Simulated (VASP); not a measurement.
# RbRu2 (P-3m1) in VASP: a series of runs

Runs on RbRu2. Level: PBE. Tasks: single point.

All numbers are computed with VASP 6.6.1; they aren't measurements. Logs are shortened: lines on timing, memory, paths and dates and some standing lists are left out, and cuts for length are marked.

**1. The cell of the first run**

Symmetry: P-3m1, No. 164, trigonal system. The conventional cell has a = 3.986 Å, b = 3.986 Å, c = 6.000 Å, α = 90.00°, β = 90.00°, γ = 120.00°. Within 4.7 Å of Rb (site symmetry -3m) lie 12 Ru at 3.61 to 3.95 Å and 6 Rb at 3.99 Å. Within 3.1 Å of Ru (site symmetry 3m) lie 3 Ru at 2.34 Å.

**2. Single point, PBE**

INCAR reads:

```
SYSTEM = RbRu2
  PREC = Accurate
  ENCUT = 520
  EDIFF = 1E-7
  ISMEAR = 0
  SIGMA = 0.1
  LREAL = .FALSE.
  LASPH = .TRUE.
  NELM = 80
  ALGO = Fast
  ISIF = 2
  LWAVE = .FALSE.
  LCHARG = .FALSE.
  GGA = PE
  NBANDS = 26
```

KPOINTS reads:

```
regular mesh
0
G
  12 12 8
  0 0 0
```

POSCAR reads:

```
RbRu2
1.0
    3.9858772382      0.0000000000      0.0000000000
   -1.9929386191      3.4518709446      0.0000000000
    0.0000000000      0.0000000000      6.0003861858
Rb Ru
1 2
Direct
    0.0000000000      0.0000000000      0.0000000000
    0.3333333333      0.6666666667      0.4645596305
    0.6666666667      0.3333333333      0.5354403695
```

Potentials or basis: VASP PAW PBE potentials, release 64 (Rb_sv, Ru_pv).

Started as:

```sh
$ cat potpaw_PBE.64/Rb_sv/POTCAR potpaw_PBE.64/Ru_pv/POTCAR > POTCAR
$ mpirun -np 1 vasp_std > vasp.out
```

OUTCAR:

```text
SYSTEM = RbRu2
   PREC = Accurate
   ENCUT = 520
   EDIFF = 1E-7
   ISMEAR = 0
   LREAL = .FALSE.
   LASPH = .TRUE.
   NELM = 80
   ISIF = 2
   GGA = PE

 ion  position               nearest neighbor table
   1  0.000  0.000  0.000-   2 3.61   3 3.61   2 3.61   3 3.61   3 3.61   2 3.61   3 3.95   2 3.95
                             2 3.95   3 3.95   3 3.95   2 3.95
   2  0.333  0.667  0.465-   3 2.34   3 2.34   3 2.34   1 3.61   1 3.61   1 3.61   1 3.95   1 3.95
                             1 3.95
   3  0.667  0.333  0.535-   2 2.34   2 2.34   2 2.34   1 3.61   1 3.61   1 3.61   1 3.95   1 3.95
                             1 3.95

  LATTYP: Found a hexagonal cell.
 ALAT       =     3.9858772382
 C/A-ratio  =     1.5054116891

  Lattice vectors:

 A1 = (   3.9858772382,   0.0000000000,   0.0000000000)
 A2 = (  -1.9929386191,   3.4518709446,   0.0000000000)
 A3 = (   0.0000000000,   0.0000000000,   6.0003861858)

Analysis of symmetry for initial positions (statically):
=====================================================================
 Subroutine PRICEL returns:
 Original cell was already a primitive cell.

 Routine SETGRP: Setting up the symmetry group for a
 hexagonal supercell.

 Subroutine GETGRP returns: Found 12 space group operations
 (whereof 12 operations were pure point group operations)
 out of a pool of 24 trial point group operations.

The static configuration has the point symmetry D_3d.

Analysis of symmetry for dynamics (positions and initial velocities):
=====================================================================
 Subroutine PRICEL returns:
 Original cell was already a primitive cell.

 Routine SETGRP: Setting up the symmetry group for a
 hexagonal supercell.

 Subroutine GETGRP returns: Found 12 space group operations
 (whereof 12 operations were pure point group operations)
 out of a pool of 24 trial point group operations.

The dynamic configuration has the point symmetry D_3d.

 Subroutine INISYM returns: Found 12 space group operations
 (whereof 12 operations are pure point group operations),
 and found     1 'primitive' translations

----------------------------------------------------------------------------------------

                                     Primitive cell

  volume of cell :      82.5577

  direct lattice vectors                    reciprocal lattice vectors
     3.985877238  0.000000000  0.000000000     0.250885800  0.144848984  0.000000000
    -1.992938619  3.451870945  0.000000000     0.000000000  0.289697968  0.000000000
     0.000000000  0.000000000  6.000386186     0.000000000  0.000000000  0.166655940

  length of vectors
     3.985877238  3.985877238  6.000386186     0.289697968  0.289697968  0.166655940

  position of ions in fractional coordinates (direct lattice)
     0.000000000  0.000000000  0.000000000
     0.333333333  0.666666667  0.464559630
     0.666666667  0.333333333  0.535440370

  ion indices of the primitive-cell ions
   primitive index   ion index
                 1           1
                 2           2
                 3           3

----------------------------------------------------------------------------------------

 KPOINTS: regular mesh

Automatic generation of k-mesh.
 Grid dimensions read from file:
 generate k-points for:   12   12    8

 Generating k-lattice:

  Cartesian coordinates                     Fractional coordinates (reciprocal lattice)
     0.020907150  0.012070749  0.000000000     0.083333333  0.000000000  0.000000000
     0.000000000  0.024141497  0.000000000     0.000000000  0.083333333  0.000000000
     0.000000000  0.000000000  0.020831992     0.000000000  0.000000000  0.125000000

  Length of vectors
     0.024141497  0.024141497  0.020831992

  Shift w.r.t. Gamma in fractional coordinates (k-lattice)
     0.000000000  0.000000000  0.000000000

 Subroutine IBZKPT returns following result:
 ===========================================

 Found    131 irreducible k-points:

 Following reciprocal coordinates:
            Coordinates               Weight
  0.000000  0.000000  0.000000      1.000000
  0.083333 -0.000000  0.000000      6.000000
  0.166667  0.000000  0.000000      6.000000
  0.250000 -0.000000  0.000000      6.000000
  0.333333 -0.000000  0.000000      6.000000
  0.416667 -0.000000  0.000000      6.000000
[... 16 lines left out ...]
  0.166667  0.000000  0.125000      6.000000
  0.000000  0.166667  0.125000      6.000000
 [... further k-points ...]
   k-points           NKPTS =    131   k-points in BZ     NKDIM =    131   number of bands    NBANDS=     26
   number of dos      NEDOS =    301   number of ions     NIONS =      3
   total plane-waves  NPLWV =  43200
   dimension x,y,z NGX =    30 NGY =   30 NGZ =   48
   dimension x,y,z NGXF=    60 NGYF=   60 NGZF=   96
   ions per type =               1   2
   NGX,Y,Z   is equivalent  to a cutoff of  12.51, 12.51, 13.30 a.u.
   NGXF,Y,Z  is equivalent  to a cutoff of  25.03, 25.03, 26.60 a.u.
 SYSTEM =  RbRu2
   PREC   = accura    normal or accurate (medium, high low for compatibility)
   ISTART =      0    job   : 0-new  1-cont  2-samecut
   ICHARG =      2    charge: 1-file 2-atom 10-const
   ISPIN  =      1    spin polarized calculation?
   LNONCOLLINEAR =      F non collinear calculations
   LSORBIT =      F    spin-orbit coupling
   LASPH  =      T    aspherical Exc in radial PAW
   ENCUT  =  520.0 eV  38.22 Ry    6.18 a.u.   7.41  7.41 11.16*2*pi/ulx,y,z
   NELM   =     80;   NELMIN=  2; NELMDL= -5     # of ELM steps
   EDIFF  = 0.1E-06   stopping-criterion for ELM
   LREAL  =      F    real-space projection
   EDIFFG = 0.1E-05   stopping-criterion for IOM
   NSW    =      0    number of steps for IOM
   IBRION =     -1    ionic relax: 0-MD 1-quasi-New 2-CG
   NFREE  =      0    steps in history (QN), initial steepest desc. (CG)
   ISIF   =      2    stress and relaxation
   ISYM   =      2    0-nonsym 1-usesym 2-fastsym
   POTIM  = 0.5000    time-step for ionic-motion
   TEBEG  =    0.0;   TEEND  =   0.0 temperature during run
   PSTRESS=    0.0 pullay stress
   NELECT =      37.0000    total number of electrons
   NUPDOWN=      -1.0000    fix difference up-down
   EMIN   =  10.00;   EMAX   =-10.00  energy-range for DOS
   EFERMI =   0.00;   METHOD = LEGACY
   ISMEAR =     0;   SIGMA  =   0.10  broadening in eV -4-tet -1-fermi 0-gaus
   EFERMI_NEDOS =   21; number of points for ismear=-14 and -15
   IALGO  =     68    algorithm
   IMIX   =      4    mixing-type and parameters
     AMIX     =   0.40;   BMIX     =  1.00
     AMIX_MAG =   1.60;   BMIX_MAG =  1.00
  volume/ion in A,a.u.               =      27.52       185.71
  Fermi-wavevector in a.u.,A,eV,Ry     =   1.252822  2.367491 21.355215  1.569564
  Thomas-Fermi vector in A             =   2.386705
   LORBIT       =      0    0 simple, 1 ext, 2 COOP (PROOUT), +10 PAW based schemes
   GGA     = PE    functional components
   LHFCALC =     F    Hartree Fock is set to
   AEXX    =    0.0000 exact exchange contribution
   IVDW    =     0    specifies the selected vdW correction
   LEPSILON=     F    determine dielectric tensor
   LRPA    =     F    only Hartree local field effects (RPA)
 non-spin polarized calculation
 RMM-DIIS sequential band-by-band and
 Gauss-broadening in eV      SIGMA  =   0.10
  energy-cutoff  :      520.00
  volume of cell :       82.56
 maximum number of plane-waves:      2266
 NGX is ok and might be reduce to    30
   NGX = 15   NGY = 15   NGZ = 23

 number of electron      37.0000012 magnetization

 Free energy of the ion-electron system (eV)
  ---------------------------------------------------
  ext. energy  EPLUGINS =         0.00000000
  ---------------------------------------------------
  free energy    TOTEN  =       -16.33725512 eV

  energy without entropy =      -16.31205734  energy(sigma->0) =      -16.32465623

 E-fermi :   3.9686     XC(G=0):  -9.4864

 val. band max:        3.9653810472   @ k =   0.2500   0.1667   0.0000
 cond. band min:       3.9696551846   @ k =  -0.0833   0.3333   0.3750
 fundamental gap:      0.0042741374
 Fermi energy:         3.9685887961

 k-point     1 :       0.0000    0.0000    0.0000
  band No.  band energies     occupation
      1     -39.2831      2.00000
      2     -39.2831      2.00000
      3     -38.5014      2.00000
      4     -38.2726      2.00000
      5     -38.1127      2.00000
      6     -38.1127      2.00000
[... 18 lines left out ...]
     25       9.7362      0.00000
     26      12.1187      0.00000

 k-point     2 :       0.0833   -0.0000    0.0000
  band No.  band energies     occupation
      1     -39.2905      2.00000
      2     -39.2716      2.00000
      3     -38.4950      2.00000
      4     -38.2904      2.00000
      5     -38.1131      2.00000
      6     -38.1044      2.00000
[... 18 lines left out ...]
     25       9.8448      0.00000
     26      12.0723      0.00000

 k-point     3 :       0.1667    0.0000    0.0000
  band No.  band energies     occupation
      1     -39.3103      2.00000
      2     -39.2387      2.00000
      3     -38.4768      2.00000
      4     -38.3379      2.00000
      5     -38.1181      2.00000
      6     -38.0822      2.00000
[... 18 lines left out ...]
     25      10.1366      0.00000
     26      11.8791      0.00000

 k-point     4 :       0.2500   -0.0000    0.0000
  band No.  band energies     occupation
      1     -39.3362      2.00000
      2     -39.1887      2.00000
      3     -38.4503      2.00000
      4     -38.4023      2.00000
      5     -38.1315      2.00000
      6     -38.0531      2.00000
[... 18 lines left out ...]
     25      10.4496      0.00000
     26      11.0600      0.00000
[... 496 lines left out ...]
      1     -39.2905      2.00000
      2     -39.2716      2.00000
      3     -38.4950      2.00000
      4     -38.2904      2.00000
      5     -38.1131      2.00000
      6     -38.1044      2.00000
[... 18 lines left out ...]
     25       9.8969      0.00000
     26      11.9927      0.00000

 k-point    23 :       0.1667    0.0000    0.1250
  band No.  band energies     occupation
      1     -39.3103      2.00000
      2     -39.2387      2.00000
      3     -38.4768      2.00000
      4     -38.3378      2.00000
      5     -38.1180      2.00000
      6     -38.0822      2.00000
[... 18 lines left out ...]
     25      10.1867      0.00000
     26      11.5759      0.00000

 k-point    24 :       0.0000    0.1667    0.1250
  band No.  band energies     occupation
      1     -39.3103      2.00000
      2     -39.2387      2.00000
      3     -38.4768      2.00000
      4     -38.3378      2.00000
      5     -38.1181      2.00000
      6     -38.0822      2.00000
[... 18 lines left out ...]
     25      10.1809      0.00000
     26      11.7287      0.00000

 [... further k-points ...]
[... 5 lines left out ...]
  --------------------------------------------------------------------------------------
  -------------------------------------------------------------------------------------
  Total        0.1021612      0.1021612      0.0032613      0.0000000      0.0000000     -0.0000000
  in kB        1.9826171      1.9826171      0.0632921      0.0000000      0.0000000     -0.0000000
  external PRESSURE =       1.3428421 kB  Pullay stress =       0.0000000 kB

 VOLUME and BASIS-vectors are now :
 -----------------------------------------------------------------------------
  energy-cutoff  :      520.00
  volume of cell :       82.56
      direct lattice vectors                 reciprocal lattice vectors
     3.985877238  0.000000000  0.000000000     0.250885800  0.144848984  0.000000000
    -1.992938619  3.451870945  0.000000000     0.000000000  0.289697968  0.000000000
     0.000000000  0.000000000  6.000386186     0.000000000  0.000000000  0.166655940

 POSITION                                       TOTAL-FORCE (eV/Angst)
 -----------------------------------------------------------------------------------
      0.00000      0.00000      0.00000        -0.000000      0.000000     -0.000000
     -0.00000      2.30125      2.78754        -0.000000      0.000000     -0.029182
      1.99294      1.15062      3.21285         0.000000      0.000000      0.029182
 -----------------------------------------------------------------------------------
    total drift:                                0.000000      0.000000     -0.000000

  FREE ENERGIE OF THE ION-ELECTRON SYSTEM (eV)
  ---------------------------------------------------
  free  energy   TOTEN  =       -16.3372551188 eV

  energy  without entropy=      -16.3120573404  energy(sigma->0) =      -16.32465623
```

It took 5.7 min on 1 thread of Intel Xeon Platinum 8488C (Sapphire Rapids), shared host; peak memory 0.38 GiB.

Results:

```
Free energy   : -16.3373 eV
Pressure      : 0.1 GPa
Largest force : 0.029 eV/Å
```

Forces on the atoms (eV/Å):
```
Rb   0.000  0.000  0.000
Ru   0.000  0.000 -0.029
Ru   0.000  0.000  0.029
```

Stress tensor (GPa, compression positive):
```
0.20 0.00 0.00
0.00 0.20 0.00
0.00 0.00 0.01
```

(Continued in part 2 of 2.)
